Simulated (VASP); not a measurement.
# Si (Im-3m) in VASP: notebook

The runs below take Si through relaxation of cell and atoms, single point, with LDA.

Program: VASP 6.6.1. These are calculated values, not measurements. Logs are shortened: lines on timing, memory, paths and dates and some standing lists are left out, and cuts for length are marked.

## Step 1: The cell of the first run

It takes space group Im-3m (No. 229, cubic). Conventional cell: a = 3.108 Å, b = 3.108 Å, c = 3.108 Å, α = 90.00°, β = 90.00°, γ = 90.00°. Si (site symmetry m-3m) has 14 Si at 2.69 to 3.11 Å within 3.5 Å.

## Step 2: Relaxation of cell and atoms, LDA

File INCAR:

```
SYSTEM = Si
ALGO = Normal
EDIFF = 1E-6
EDIFFG = -0.01
ENCUT = 600
GGA = CA
IBRION = 2
ISIF = 3
ISMEAR = -1
LASPH = .True.
LCHARG = .False.
LREAL = .False.
LWAVE = .False.
NELM = 100
NSW = 80
PREC = Accurate
SIGMA = 0.1
```

File KPOINTS:

```
k-points
0
Gamma
  14 14 14
  0 0 0
```

File POSCAR:

```
Si
1.0
   -1.5541499093      1.5541499093      1.5541499093
    1.5541499093     -1.5541499093      1.5541499093
    1.5541499093      1.5541499093     -1.5541499093
Si
1
Direct
    0.0000000000      0.0000000000      0.0000000000
```

Potentials or basis: VASP PAW LDA potentials, release 64 (Si).

On the command line:

```bash
> cat potpaw_LDA.64/Si/POTCAR > POTCAR
> mpirun -np 1 vasp_std > vasp.out
```

OUTCAR:

```text
SYSTEM = Si
   EDIFF = 1E-6
   EDIFFG = -0.01
   ENCUT = 600
   GGA = CA
   IBRION = 2
   ISIF = 3
   ISMEAR = -1
   LASPH = .True.
   LREAL = .False.
   NELM = 100
   NSW = 80
   PREC = Accurate

 ion  position               nearest neighbor table
   1  0.000  0.000  0.000-

  LATTYP: Found a body centered cubic cell.
 ALAT       =     3.1082998186

  Lattice vectors:

 A1 = (  -1.5541499093,   1.5541499093,   1.5541499093)
 A2 = (   1.5541499093,  -1.5541499093,   1.5541499093)
 A3 = (   1.5541499093,   1.5541499093,  -1.5541499093)

Analysis of symmetry for initial positions (statically):
=====================================================================
 Subroutine PRICEL returns:
 Original cell was already a primitive cell.

 Routine SETGRP: Setting up the symmetry group for a
 body centered cubic supercell.

 Subroutine GETGRP returns: Found 48 space group operations
[... 9 lines left out ...]

 Routine SETGRP: Setting up the symmetry group for a
 body centered cubic supercell.

 Subroutine GETGRP returns: Found 48 space group operations
[... 11 lines left out ...]
                                     Primitive cell

  volume of cell :      15.0155

  direct lattice vectors                    reciprocal lattice vectors
    -1.554149909  1.554149909  1.554149909     0.000000000  0.321719287  0.321719287
     1.554149909 -1.554149909  1.554149909     0.321719287  0.000000000  0.321719287
     1.554149909  1.554149909 -1.554149909     0.321719287  0.321719287  0.000000000

  length of vectors
     2.691866605  2.691866605  2.691866605     0.454979778  0.454979778  0.454979778

  position of ions in fractional coordinates (direct lattice)
     0.000000000  0.000000000  0.000000000

  ion indices of the primitive-cell ions
   primitive index   ion index
                 1           1

----------------------------------------------------------------------------------------

 KPOINTS: k-points

Automatic generation of k-mesh.
 Grid dimensions read from file:
 generate k-points for:   14   14   14

 Generating k-lattice:

  Cartesian coordinates                     Fractional coordinates (reciprocal lattice)
     0.000000000  0.022979949  0.022979949     0.071428571  0.000000000  0.000000000
     0.022979949  0.000000000  0.022979949     0.000000000  0.071428571  0.000000000
     0.022979949  0.022979949  0.000000000     0.000000000  0.000000000  0.071428571

  Length of vectors
     0.032498556  0.032498556  0.032498556

  Shift w.r.t. Gamma in fractional coordinates (k-lattice)
     0.000000000  0.000000000  0.000000000

 Subroutine IBZKPT returns following result:
 ===========================================

 Found    104 irreducible k-points:

 Following reciprocal coordinates:
            Coordinates               Weight
  0.000000  0.000000  0.000000      1.000000
  0.071429  0.000000  0.000000     12.000000
  0.142857  0.000000  0.000000     12.000000
  0.214286  0.000000  0.000000     12.000000
  0.285714  0.000000  0.000000     12.000000
  0.357143  0.000000  0.000000     12.000000
[... 16 lines left out ...]
  0.285714  0.285714  0.000000     24.000000
  0.357143  0.285714  0.000000     24.000000
 [... further k-points ...]
   k-points           NKPTS =    104   k-points in BZ     NKDIM =    104   number of bands    NBANDS=      6
   number of dos      NEDOS =    301   number of ions     NIONS =      1
   total plane-waves  NPLWV =  13824
   dimension x,y,z NGX =    24 NGY =   24 NGZ =   24
   dimension x,y,z NGXF=    48 NGYF=   48 NGZF=   48
   ions per type =               1
   NGX,Y,Z   is equivalent  to a cutoff of  14.82, 14.82, 14.82 a.u.
   NGXF,Y,Z  is equivalent  to a cutoff of  29.64, 29.64, 29.64 a.u.
 SYSTEM =  Si
   PREC   = accura    normal or accurate (medium, high low for compatibility)
   ISTART =      0    job   : 0-new  1-cont  2-samecut
   ICHARG =      2    charge: 1-file 2-atom 10-const
   ISPIN  =      1    spin polarized calculation?
   LNONCOLLINEAR =      F non collinear calculations
   LSORBIT =      F    spin-orbit coupling
   LASPH  =      T    aspherical Exc in radial PAW
   ENCUT  =  600.0 eV  44.10 Ry    6.64 a.u.   5.38  5.38  5.38*2*pi/ulx,y,z
   NELM   =    100;   NELMIN=  2; NELMDL= -5     # of ELM steps
   EDIFF  = 0.1E-05   stopping-criterion for ELM
   LREAL  =      F    real-space projection
   EDIFFG = -.1E-01   stopping-criterion for IOM
   NSW    =     80    number of steps for IOM
   IBRION =      2    ionic relax: 0-MD 1-quasi-New 2-CG
   NFREE  =      1    steps in history (QN), initial steepest desc. (CG)
   ISIF   =      3    stress and relaxation
   ISYM   =      2    0-nonsym 1-usesym 2-fastsym
   POTIM  = 0.5000    time-step for ionic-motion
   TEBEG  =    0.0;   TEEND  =   0.0 temperature during run
   PSTRESS=    0.0 pullay stress
   NELECT =       4.0000    total number of electrons
   NUPDOWN=      -1.0000    fix difference up-down
   EMIN   =  10.00;   EMAX   =-10.00  energy-range for DOS
   EFERMI =   0.00;   METHOD = LEGACY
   ISMEAR =    -1;   SIGMA  =   0.10  broadening in eV -4-tet -1-fermi 0-gaus
   EFERMI_NEDOS =   21; number of points for ismear=-14 and -15
   IALGO  =     38    algorithm
   IMIX   =      4    mixing-type and parameters
     AMIX     =   0.40;   BMIX     =  1.00
     AMIX_MAG =   1.60;   BMIX_MAG =  1.00
  volume/ion in A,a.u.               =      15.02       101.33
  Fermi-wavevector in a.u.,A,eV,Ry     =   1.053372  1.990585 15.096934  1.109593
  Thomas-Fermi vector in A             =   2.188491
   LORBIT       =      0    0 simple, 1 ext, 2 COOP (PROOUT), +10 PAW based schemes
   GGA     = CA    functional components
   LHFCALC =     F    Hartree Fock is set to
   AEXX    =    0.0000 exact exchange contribution
   IVDW    =     0    specifies the selected vdW correction
   LEPSILON=     F    determine dielectric tensor
   LRPA    =     F    only Hartree local field effects (RPA)
 conjugate gradient relaxation of ions
 non-spin polarized calculation
  energy-cutoff  :      600.00
  volume of cell :       15.02
 maximum number of plane-waves:       531
 NGX is ok and might be reduce to    24
   NGX = 11   NGY = 11   NGZ = 11

--------------------------------------- Ionic step        1  -------------------------------------------

 number of electron       4.0000000 magnetization

 Free energy of the ion-electron system (eV)
  ---------------------------------------------------
  ext. energy  EPLUGINS =         0.00000000
  ---------------------------------------------------
  free energy    TOTEN  =        -5.51934933 eV

  energy without entropy =       -5.50595363  energy(sigma->0) =       -5.51265148

 E-fermi :   9.5425     XC(G=0): -11.1172

 val. band max:        9.3452360575   @ k =   0.2857   0.2143   0.0000
 cond. band min:       9.5764393337   @ k =   0.2143   0.1429   0.0714
 fundamental gap:      0.2312032762
 Fermi energy:         9.5424770331

 k-point     1 :       0.0000    0.0000    0.0000
  band No.  band energies     occupation
      1      -4.4063      2.00000
      2      20.3859      0.00000
      3      20.3859      0.00000
      4      20.3859      0.00000
      5      21.9197      0.00000
      6      21.9197      0.00000
[... 199 lines left out ...]
 k-point    24 :       0.3571    0.2857    0.0000
  band No.  band energies     occupation
      1       4.4351      2.00000
      2       4.9719      2.00000
      3       6.8038      2.00000
      4      14.6036      0.00000
      5      22.4981      0.00000
      6      24.2820      0.00000

 [... further k-points ...]
[... 5 lines left out ...]
  --------------------------------------------------------------------------------------
  -------------------------------------------------------------------------------------
  Total       -0.5250729     -0.5250729     -0.5250729     -0.0000000     -0.0000000     -0.0000000
  in kB      -56.0262347    -56.0262347    -56.0262347     -0.0000000     -0.0000000     -0.0000000
  external PRESSURE =     -56.0262347 kB  Pullay stress =       0.0000000 kB

 VOLUME and BASIS-vectors are now :
 -----------------------------------------------------------------------------
  energy-cutoff  :      600.00
  volume of cell :       15.02
      direct lattice vectors                 reciprocal lattice vectors
    -1.554149909  1.554149909  1.554149909     0.000000000  0.321719287  0.321719287
     1.554149909 -1.554149909  1.554149909     0.321719287  0.000000000  0.321719287
     1.554149909  1.554149909 -1.554149909     0.321719287  0.321719287  0.000000000

 POSITION                                       TOTAL-FORCE (eV/Angst)
 -----------------------------------------------------------------------------------
      0.00000      0.00000      0.00000        -0.000000      0.000000      0.000000
 -----------------------------------------------------------------------------------
    total drift:                                0.000000     -0.000000      0.000000

  FREE ENERGIE OF THE ION-ELECTRON SYSTEM (eV)
  ---------------------------------------------------
  free  energy   TOTEN  =        -5.5193493311 eV

  energy  without entropy=       -5.5059536303  energy(sigma->0) =       -5.51265148

--------------------------------------- Ionic step        2  -------------------------------------------

 number of electron       4.0000000 magnetization

------------------------ aborting loop because EDIFF is reached ----------------------------------------

  FORCE on cell =-STRESS in cart. coord.  units (eV):
  Direction    XX          YY          ZZ          XY          YZ          ZX
  --------------------------------------------------------------------------------------
  -------------------------------------------------------------------------------------
  Total        0.1326118      0.1326118      0.1326118      0.0000000     -0.0000000      0.0000000
  in kB       15.2820747     15.2820747     15.2820747      0.0000000     -0.0000000      0.0000000
  external PRESSURE =      15.2820747 kB  Pullay stress =       0.0000000 kB

 VOLUME and BASIS-vectors are now :
 -----------------------------------------------------------------------------
  energy-cutoff  :      600.00
  volume of cell :       13.90
      direct lattice vectors                 reciprocal lattice vectors
    -1.514781881  1.514781881  1.514781881     0.000000000  0.330080526  0.330080526
     1.514781881 -1.514781881  1.514781881     0.330080526  0.000000000  0.330080526
     1.514781881  1.514781881 -1.514781881     0.330080526  0.330080526  0.000000000

 POSITION                                       TOTAL-FORCE (eV/Angst)
 -----------------------------------------------------------------------------------
      3.02956      0.00000      0.00000        -0.000000      0.000000      0.000000
 -----------------------------------------------------------------------------------
    total drift:                               -0.000000      0.000000      0.000000

  FREE ENERGIE OF THE ION-ELECTRON SYSTEM (eV)
  ---------------------------------------------------
  free  energy   TOTEN  =        -5.5352620218 eV

  energy  without entropy=       -5.5236006331  energy(sigma->0) =       -5.52943133

--------------------------------------- Ionic step        3  -------------------------------------------

 number of electron       4.0000000 magnetization

 Free energy of the ion-electron system (eV)
  ---------------------------------------------------
  ext. energy  EPLUGINS =         0.00000000
  ---------------------------------------------------
  free energy    TOTEN  =        -5.53621073 eV

  energy without entropy =       -5.52429925  energy(sigma->0) =       -5.53025499

 E-fermi :  10.3903     XC(G=0): -11.3690

 val. band max:       10.1567818253   @ k =   0.2857   0.2143   0.0000
 cond. band min:      10.4151985182   @ k =   0.5000   0.5000   0.3571
 fundamental gap:      0.2584166929
 Fermi energy:        10.3902856239

 k-point     1 :       0.0000    0.0000    0.0000
  band No.  band energies     occupation
      1      -4.1481      2.00000
      2      22.0161      0.00000
      3      22.0161      0.00000
      4      22.0161      0.00000
      5      23.0194      0.00000
      6      23.0194      0.00000
[... 199 lines left out ...]
 k-point    24 :       0.3571    0.2857    0.0000
  band No.  band energies     occupation
      1       5.2335      2.00000
      2       5.4913      2.00000
      3       7.4937      2.00000
      4      15.6520      0.00000
      5      23.9523      0.00000
      6      25.6431      0.00000

 [... further k-points ...]
[... 5 lines left out ...]
  --------------------------------------------------------------------------------------
  -------------------------------------------------------------------------------------
  Total        0.0012545      0.0012545      0.0012545     -0.0000000      0.0000000      0.0000000
  in kB        0.1425198      0.1425198      0.1425198     -0.0000000      0.0000000      0.0000000
  external PRESSURE =       0.1425198 kB  Pullay stress =       0.0000000 kB

 VOLUME and BASIS-vectors are now :
 -----------------------------------------------------------------------------
  energy-cutoff  :      600.00
  volume of cell :       14.10
      direct lattice vectors                 reciprocal lattice vectors
    -1.522010917  1.522010917  1.522010917     0.000000000  0.328512755  0.328512755
     1.522010917 -1.522010917  1.522010917     0.328512755  0.000000000  0.328512755
     1.522010917  1.522010917 -1.522010917     0.328512755  0.328512755  0.000000000

 POSITION                                       TOTAL-FORCE (eV/Angst)
 -----------------------------------------------------------------------------------
      0.00000      0.00000      0.00000         0.000000     -0.000000     -0.000000
 -----------------------------------------------------------------------------------
    total drift:                                0.000000     -0.000000     -0.000000

  FREE ENERGIE OF THE ION-ELECTRON SYSTEM (eV)
  ---------------------------------------------------
  free  energy   TOTEN  =        -5.5362107298 eV

  energy  without entropy=       -5.5242992512  energy(sigma->0) =       -5.53025499

 reached required accuracy - stopping structural energy minimisation
```

Wall time 8.7 s (1 thread of AMD EPYC 9R45 (Zen 5), shared host); peak memory 0.1 GiB.

Results:

```yaml
Free_energy: -5.5362 eV
Relaxed_volume: 14.10 Å³/atom
Relaxed_cell: a = 2.636 Å, b = 2.636 Å, c = 2.636 Å, α = 109.47°, β = 109.47°, γ = 109.47°
Space_group_after_relaxing_to_0.05_Å: Im-3m (No. 229)
Energy_gained_by_relaxing: 16.9 meV/atom
Ionic_steps: 3
Pressure_after_relaxing: 0.0 GPa
Band_gap_on_the_k_mesh: zero (band 2 reaches 22.02 eV, above the bottom of band 3 at 6.23 eV)
```

The path:
| step | energy change (eV) | largest force (eV/Å) | pressure (GPa) | volume (Å³) |
| --- | --- | --- | --- | --- |
| 1 | 0.0000 | 0.0000 | -5.60 | 15.02 |
| 2 | -0.0159 | 0.0000 | 1.53 | 13.90 |
| 3 | -0.0169 | 0.0000 | 0.01 | 14.10 |

Final structure:
```xyz
1
Lattice="-1.5220 1.5220 1.5220 1.5220 -1.5220 1.5220 1.5220 1.5220 -1.5220" Properties=species:S:1:pos:R:3 pbc="T T T"
Si    0.0000    0.0000    0.0000
```

## Step 3: Single point, LDA

This run uses another cell than the first one, of 14.09 Å³/atom, 0.939 times its volume.

File INCAR:

```
SYSTEM = Si
PREC = Accurate
ENCUT = 520
EDIFF = 1E-6
ISMEAR = -1
SIGMA = 0.1
LREAL = .FALSE.
LASPH = .TRUE.
NELM = 100
ALGO = Normal
ISIF = 2
LWAVE = .FALSE.
LCHARG = .FALSE.
NBANDS = 8
```

File KPOINTS:

```
regular mesh
0
G
  24 24 24
  0 0 0
```

File POSCAR:

```
Si
1.0
   -1.5216738031      1.5216738031      1.5216738031
    1.5216738031     -1.5216738031      1.5216738031
    1.5216738031      1.5216738031     -1.5216738031
Si
1
Direct
    0.0000000000      0.0000000000      0.0000000000
```

Potentials or basis: VASP PAW LDA potentials, release 64 (Si).

On the command line:

```bash
> cat potpaw_LDA.64/Si/POTCAR > POTCAR
> mpirun -np 1 vasp_std > vasp.out
```

Run time: 14 s. Hardware: 1 thread of AMD EPYC 9R45 (Zen 5), shared host; peak memory 0.11 GiB.

Results (log left out):

```yaml
Free_energy: -5.5293 eV
Pressure: 0.3 GPa
Band_gap_on_the_k_mesh: zero (band 2 reaches 22.03 eV, above the bottom of band 3 at 6.15 eV)
```

Levels at points of the mesh, in eV from the Fermi level:
| k point | band 1 | band 2 | band 3 | band 4 | band 5 | band 6 | band 7 |
| --- | --- | --- | --- | --- | --- | --- | --- |
| (0.00, 0.00, 0.00) | -14.49 | 11.69 | 11.69 | 11.69 | 12.69 | 12.69 | 12.69 |
| (0.50, 0.00, 0.00) | -6.96 | -6.66 | 5.63 | 7.68 | 8.30 | 10.08 | 20.48 |
| (0.50, 0.50, 0.50) | -0.49 | -0.49 | -0.49 | 1.42 | 2.32 | 2.32 | 24.91 |

## Step 4: Single point, LDA, non-collinear spin, zero start, spin-orbit coupling

This run uses another cell than the first one, of 14.09 Å³/atom, 0.939 times its volume.

File INCAR:

```
PREC = Accurate
ENCUT = 520
EDIFF = 1E-6
ISMEAR = -1
SIGMA = 0.1
LREAL = False
LASPH = True
NELM = 150
ALGO = Normal
ISIF = 2
LWAVE = False
LCHARG = False
MAGMOM = 0 0 0
LORBIT = 11
LSORBIT = True
GGA_COMPAT = False
LORBMOM = True
GGA = CA
NBANDS = 15
```

File KPOINTS:

```
regular mesh
0
Gamma
  14 14 14
```

POSCAR is that of step 3.

On the command line:

```bash
> cat potpaw_LDA.64/Si/POTCAR > POTCAR
> mpirun -np 1 vasp_ncl > vasp.out
```

It took 17 s on 1 thread of AMD EPYC 9R45 (Zen 5), shared host; peak memory 0.12 GiB.

It converged, with:

```yaml
Free_energy: -5.5362 eV
Pressure: 0.1 GPa
Net_moment: 0.00 μB per cell
Valence_electrons_inside_the_program's_atomic_spheres: Si 1.59
```

Moments on the atoms (μB; x, y, z):
```
Si  0.00 0.00 0.00
```

## Step 5: The runs side by side

```tsv
task	spin	cell	k mesh	cutoff (eV)	gap on the mesh (eV)	pressure (GPa)
relaxation of cell and atoms	off	relaxed from a = 2.692 Å, angles 109.5°, 1 atom	14 × 14 × 14	600	none	0.0
single point	off	a = 2.636 Å, angles 109.5°, 1 atom	24 × 24 × 24	520	none	0.3
single point	non-collinear, zero start, SOC	a = 2.636 Å, angles 109.5°, 1 atom	14 × 14 × 14	520	-	0.1
```

Alike in all rows: level LDA; potentials or basis VASP PAW LDA potentials, release 64 (Si); smearing fermi-dirac 0.1 eV.

Total energies depend on the potentials used, so only differences within one code and one set of settings carry meaning.
